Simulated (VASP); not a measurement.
# KI (Pm-3m) in VASP: a series of runs, part 3 of 3

VASP 6.6.1. Earlier steps stand in the parts before.

## Step 4: Single point, PBEsol (strain +0.040 along x and y, +0.040 along z)

INCAR reads:

```
SYSTEM = KI
  ALGO = Normal
  EDIFF = 1E-7
  ENCUT = 520
  GGA = PS
  ISIF = 2
  ISMEAR = 0
  LASPH = .True.
  LCHARG = .False.
  LREAL = .False.
  LWAVE = .False.
  NBANDS = 15
  NELM = 100
  PREC = Accurate
  SIGMA = 0.05
```

KPOINTS reads:

```
k-points
0
Gamma
  6 6 6
  0 0 0
```

POSCAR reads:

```
KI
1.0
    4.4628445264      0.0000000000      0.0000000000
    0.0000000000      4.4628445264      0.0000000000
    0.0000000000      0.0000000000      4.4628445264
K I
1 1
Direct
    0.0000000000      0.0000000000      0.0000000000
    0.5000000000      0.5000000000      0.5000000000
```

Potentials or basis: VASP PAW PBE potentials, release 64 (K_sv, I).

Launch:

```bash
cat potpaw_PBE.64/K_sv/POTCAR potpaw_PBE.64/I/POTCAR > POTCAR
mpirun -np 1 vasp_std > vasp.out
```

OUTCAR:

```text
SYSTEM = KI
   EDIFF = 1E-7
   ENCUT = 520
   GGA = PS
   ISIF = 2
   ISMEAR = 0
   LASPH = .True.
   LREAL = .False.
   NELM = 100
   PREC = Accurate

 ion  position               nearest neighbor table
   1  0.000  0.000  0.000-
   2  0.500  0.500  0.500-

  LATTYP: Found a simple cubic cell.
 ALAT       =     4.4628445264

  Lattice vectors:

 A1 = (   4.4628445264,   0.0000000000,   0.0000000000)
 A2 = (   0.0000000000,   4.4628445264,   0.0000000000)
 A3 = (   0.0000000000,   0.0000000000,   4.4628445264)

Analysis of symmetry for initial positions (statically):
=====================================================================
 Subroutine PRICEL returns:
 Original cell was already a primitive cell.

 Routine SETGRP: Setting up the symmetry group for a
 simple cubic supercell.

 Subroutine GETGRP returns: Found 48 space group operations
[... 9 lines left out ...]

 Routine SETGRP: Setting up the symmetry group for a
 simple cubic supercell.

 Subroutine GETGRP returns: Found 48 space group operations
[... 11 lines left out ...]
                                     Primitive cell

  volume of cell :      88.8864

  direct lattice vectors                    reciprocal lattice vectors
     4.462844526  0.000000000  0.000000000     0.224072336  0.000000000  0.000000000
     0.000000000  4.462844526  0.000000000     0.000000000  0.224072336  0.000000000
     0.000000000  0.000000000  4.462844526     0.000000000  0.000000000  0.224072336

  length of vectors
     4.462844526  4.462844526  4.462844526     0.224072336  0.224072336  0.224072336

  position of ions in fractional coordinates (direct lattice)
     0.000000000  0.000000000  0.000000000
     0.500000000  0.500000000  0.500000000

  ion indices of the primitive-cell ions
   primitive index   ion index
                 1           1
                 2           2

----------------------------------------------------------------------------------------

 KPOINTS: k-points

Automatic generation of k-mesh.
 Grid dimensions read from file:
 generate k-points for:    6    6    6

 Generating k-lattice:

  Cartesian coordinates                     Fractional coordinates (reciprocal lattice)
     0.037345389  0.000000000  0.000000000     0.166666667  0.000000000  0.000000000
     0.000000000  0.037345389  0.000000000     0.000000000  0.166666667  0.000000000
     0.000000000  0.000000000  0.037345389     0.000000000  0.000000000  0.166666667

  Length of vectors
     0.037345389  0.037345389  0.037345389

  Shift w.r.t. Gamma in fractional coordinates (k-lattice)
     0.000000000  0.000000000  0.000000000

 Subroutine IBZKPT returns following result:
 ===========================================

 Found     20 irreducible k-points:

 Following reciprocal coordinates:
            Coordinates               Weight
  0.000000  0.000000  0.000000      1.000000
  0.166667  0.000000  0.000000      6.000000
  0.333333  0.000000  0.000000      6.000000
  0.500000  0.000000  0.000000      3.000000
  0.166667  0.166667  0.000000     12.000000
  0.333333  0.166667  0.000000     24.000000
[... 12 lines left out ...]
  0.500000  0.500000  0.333333      6.000000
  0.500000  0.500000  0.500000      1.000000
   k-points           NKPTS =     20   k-points in BZ     NKDIM =     20   number of bands    NBANDS=     15
   number of dos      NEDOS =    301   number of ions     NIONS =      2
   total plane-waves  NPLWV =  46656
   dimension x,y,z NGX =    36 NGY =   36 NGZ =   36
   dimension x,y,z NGXF=    72 NGYF=   72 NGZF=   72
   ions per type =               1   1
   NGX,Y,Z   is equivalent  to a cutoff of  13.41, 13.41, 13.41 a.u.
   NGXF,Y,Z  is equivalent  to a cutoff of  26.82, 26.82, 26.82 a.u.
 SYSTEM =  KI
   PREC   = accura    normal or accurate (medium, high low for compatibility)
   ISTART =      0    job   : 0-new  1-cont  2-samecut
   ICHARG =      2    charge: 1-file 2-atom 10-const
   ISPIN  =      1    spin polarized calculation?
   LNONCOLLINEAR =      F non collinear calculations
   LSORBIT =      F    spin-orbit coupling
   LASPH  =      T    aspherical Exc in radial PAW
   ENCUT  =  520.0 eV  38.22 Ry    6.18 a.u.   8.30  8.30  8.30*2*pi/ulx,y,z
   NELM   =    100;   NELMIN=  2; NELMDL= -5     # of ELM steps
   EDIFF  = 0.1E-06   stopping-criterion for ELM
   LREAL  =      F    real-space projection
   EDIFFG = 0.1E-05   stopping-criterion for IOM
   NSW    =      0    number of steps for IOM
   IBRION =     -1    ionic relax: 0-MD 1-quasi-New 2-CG
   NFREE  =      0    steps in history (QN), initial steepest desc. (CG)
   ISIF   =      2    stress and relaxation
   ISYM   =      2    0-nonsym 1-usesym 2-fastsym
   POTIM  = 0.5000    time-step for ionic-motion
   TEBEG  =    0.0;   TEEND  =   0.0 temperature during run
   PSTRESS=    0.0 pullay stress
   NELECT =      16.0000    total number of electrons
   NUPDOWN=      -1.0000    fix difference up-down
   EMIN   =  10.00;   EMAX   =-10.00  energy-range for DOS
   EFERMI =   0.00;   METHOD = LEGACY
   ISMEAR =     0;   SIGMA  =   0.05  broadening in eV -4-tet -1-fermi 0-gaus
   EFERMI_NEDOS =   21; number of points for ismear=-14 and -15
   IALGO  =     38    algorithm
   IMIX   =      4    mixing-type and parameters
     AMIX     =   0.40;   BMIX     =  1.00
     AMIX_MAG =   1.60;   BMIX_MAG =  1.00
  volume/ion in A,a.u.               =      44.44       299.92
  Fermi-wavevector in a.u.,A,eV,Ry     =   0.924350  1.746768 11.625127  0.854423
  Thomas-Fermi vector in A             =   2.050086
   LORBIT       =      0    0 simple, 1 ext, 2 COOP (PROOUT), +10 PAW based schemes
   GGA     = PS    functional components
   LHFCALC =     F    Hartree Fock is set to
   AEXX    =    0.0000 exact exchange contribution
   IVDW    =     0    specifies the selected vdW correction
   LEPSILON=     F    determine dielectric tensor
   LRPA    =     F    only Hartree local field effects (RPA)
 non-spin polarized calculation
 Gauss-broadening in eV      SIGMA  =   0.05
  energy-cutoff  :      520.00
  volume of cell :       88.89
 maximum number of plane-waves:      2440
 NGX is ok and might be reduce to    36
   NGX = 17   NGY = 17   NGZ = 17

 number of electron      15.9999997 magnetization

 Free energy of the ion-electron system (eV)
  ---------------------------------------------------
  ext. energy  EPLUGINS =         0.00000000
  ---------------------------------------------------
  free energy    TOTEN  =        -5.65291072 eV

  energy without entropy =       -5.65291072  energy(sigma->0) =       -5.65291072

 E-fermi :   0.3617     XC(G=0):  -7.3900

 val. band max:        0.0768693042   @ k =   0.5000   0.5000   0.0000
 cond. band min:       3.0182093050   @ k =   0.0000   0.0000   0.0000
 fundamental gap:      2.9413400008
 Fermi energy:         0.3617307106

 k-point     1 :       0.0000    0.0000    0.0000
  band No.  band energies     occupation
      1     -29.2427      2.00000
      2     -12.7550      2.00000
      3     -12.7550      2.00000
      4     -12.7550      2.00000
      5     -10.8437      2.00000
      6      -0.2273      2.00000
      7      -0.2273      2.00000
      8      -0.2273      2.00000
      9       3.0182      0.00000
     10       4.9563      0.00000
     11       4.9563      0.00000
     12       8.3192      0.00000
     13       8.3192      0.00000
     14       8.3192      0.00000
     15      10.2409      0.00000
[... 325 lines left out ...]
 k-point    20 :       0.5000    0.5000    0.5000
  band No.  band energies     occupation
      1     -29.2349      2.00000
      2     -12.7995      2.00000
      3     -12.7995      2.00000
      4     -12.7995      2.00000
      5     -10.4726      2.00000
      6      -1.2827      2.00000
      7      -1.2827      2.00000
      8      -1.2827      2.00000
      9       5.5357      0.00000
     10       5.5357      0.00000
     11       5.5357      0.00000
     12       8.4768      0.00000
     13       8.4768      0.00000
     14       8.4768      0.00000
     15       8.5415      0.00000

------------------------ aborting loop because EDIFF is reached ----------------------------------------

  FORCE on cell =-STRESS in cart. coord.  units (eV):
  Direction    XX          YY          ZZ          XY          YZ          ZX
  --------------------------------------------------------------------------------------
  -------------------------------------------------------------------------------------
  Total       -0.8805697     -0.8805697     -0.8805697      0.0000000     -0.0000000      0.0000000
  in kB      -15.8722703    -15.8722703    -15.8722703      0.0000000     -0.0000000      0.0000000
  external PRESSURE =     -15.8722703 kB  Pullay stress =       0.0000000 kB

 VOLUME and BASIS-vectors are now :
 -----------------------------------------------------------------------------
  energy-cutoff  :      520.00
  volume of cell :       88.89
      direct lattice vectors                 reciprocal lattice vectors
     4.462844526  0.000000000  0.000000000     0.224072336  0.000000000  0.000000000
     0.000000000  4.462844526  0.000000000     0.000000000  0.224072336  0.000000000
     0.000000000  0.000000000  4.462844526     0.000000000  0.000000000  0.224072336

 POSITION                                       TOTAL-FORCE (eV/Angst)
 -----------------------------------------------------------------------------------
      0.00000      0.00000      0.00000         0.000000      0.000000      0.000000
      2.23142      2.23142      2.23142         0.000000      0.000000      0.000000
 -----------------------------------------------------------------------------------
    total drift:                               -0.000000      0.000000      0.000000

  FREE ENERGIE OF THE ION-ELECTRON SYSTEM (eV)
  ---------------------------------------------------
  free  energy   TOTEN  =        -5.6529107248 eV

  energy  without entropy=       -5.6529107248  energy(sigma->0) =       -5.65291072
```

stdout:

```text
POSCAR found type information on POSCAR K I
 POSCAR found :  2 types and       2 ions
 scaLAPACK will be used
 -----------------------------------------------------------------------------
|                                                                             |
|                                                                             |
|     You enforced a specific xc type in the INCAR file but a different       |
|     I HOPE YOU KNOW WHAT YOU ARE DOING!                                     |
|                                                                             |
 -----------------------------------------------------------------------------

 LDA part: xc-table for (Slater+PW92), standard interpolation
 POSCAR, INCAR and KPOINTS ok, starting setup
 FFT: planning ... GRIDC
 FFT: planning ... GRID_SOFT
 FFT: planning ... GRID
 WAVECAR not read
 entering main loop
```

It took 28 s on 1 thread of AMD EPYC 9R45 (Zen 5), shared host; peak memory 0.18 GiB.

What came out:

```yaml
Free_energy: -5.6529 eV
Pressure: -1.6 GPa
Band_gap_on_the_k_mesh: 2.94 eV, indirect (least direct gap 3.25 eV)
```

Caveat: the cell differs from its parent crystal (strain +0.040 along x and y, +0.040 along z); the PAW data sets were made with another functional, which shifts forces and pressure a little; spin-orbit coupling is left out, which moves the levels of the heavy elements.

## Step 5: Overview

```tsv
cell	gap on the mesh (eV)	pressure (GPa)
a = 3.948 Å, 2 atoms	3.42	5.1
a = 4.120 Å, 2 atoms	3.51	1.5
a = 4.463 Å, 2 atoms	2.94	-1.6
```

Alike in all rows: task single point; level PBEsol; potentials or basis VASP PAW PBE potentials, release 64 (K_sv, I); no spin polarisation; k mesh 6 × 6 × 6; cutoff (eV) 520; smearing gaussian 0.05 eV.

Caveats: the PAW data sets were made with another functional, which shifts forces and pressure a little; spin-orbit coupling is left out, which moves the levels of the heavy elements.

Total energies depend on the potentials used, so only differences within one code and one set of settings carry meaning.
